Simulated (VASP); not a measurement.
Input of a VASP 6.6.1 run:

The input INCAR:

```
SYSTEM = Ta
PREC     = Accurate       ! precision mode
ENCUT    = 600            ! plane-wave cutoff, eV
EDIFF    = 1E-6           ! SCF threshold, eV
ISMEAR   = -1             ! smearing method
SIGMA    = 0.05           ! smearing width, eV
LREAL    = .FALSE.        ! projectors in reciprocal space
LASPH    = .TRUE.         ! aspherical terms in the spheres
NELM     = 80             ! most SCF steps
ALGO     = Normal         ! electronic algorithm
ISIF     = 3              ! what is computed and relaxed
LWAVE    = .FALSE.        ! write WAVECAR
LCHARG   = .FALSE.        ! write CHGCAR
GGA      = RE             ! functional
IBRION   = 2              ! ionic algorithm
NSW      = 80             ! ionic steps
EDIFFG   = -0.01          ! ionic threshold
```

KPOINTS

```
regular mesh
0
G
  11 11 5
  0 0 0
```

POSCAR

```
Ta
1.0
    2.9003720726      0.0000000000      0.0000000000
   -1.4501860363      2.5117958953      0.0000000000
    0.0000000000      0.0000000000      5.1662740000
Ta
2
Direct
    0.3333333333      0.6666666667      0.2500000000
    0.6666666667      0.3333333333      0.7500000000
```

Potentials or basis: VASP PAW PBE potentials, release 64 (Ta_pv).

Run with:

```console
$ cat potpaw_PBE.64/Ta_pv/POTCAR > POTCAR
$ mpirun -np 1 vasp_std > vasp.out
```

**Question.** Estimate the relaxed volume.

**Answer.** 18.97 Å³/atom.

**Question.** What does it give for the space group after relaxing (to 0.05 Å)?

**Answer.** P6_3/mmc (No. 194).

**Question.** Predict the band gap on the k mesh.

**Answer.** Zero (band 11 reaches 6.45 eV, above the bottom of band 12 at 5.03 eV).

**Question.** What does it give for the relaxed cell?

**Answer.** a = 2.905 Å, b = 2.905 Å, c = 5.190 Å, α = 90.00°, β = 90.00°, γ = 120.00°.

The path:
| step | energy change (eV) | largest force (eV/Å) | pressure (GPa) | volume (Å³) |
| --- | --- | --- | --- | --- |
| 1 | 0.0000 | 0.0000 | 1.42 | 37.64 |
| 2 | 0.0044 | 0.0000 | -2.92 | 38.55 |
| 3 | -0.0013 | 0.0000 | -0.02 | 37.93 |
| 4 | -0.0013 | 0.0000 | -0.07 | 37.94 |
| 5 | -0.0014 | 0.0000 | -0.02 | 37.93 |
| 6 | -0.0014 | 0.0000 | -0.03 | 37.94 |

Caveat: the PAW data sets were made with another functional, which shifts forces and pressure a little; spin-orbit coupling is left out, which moves the levels of the heavy elements.
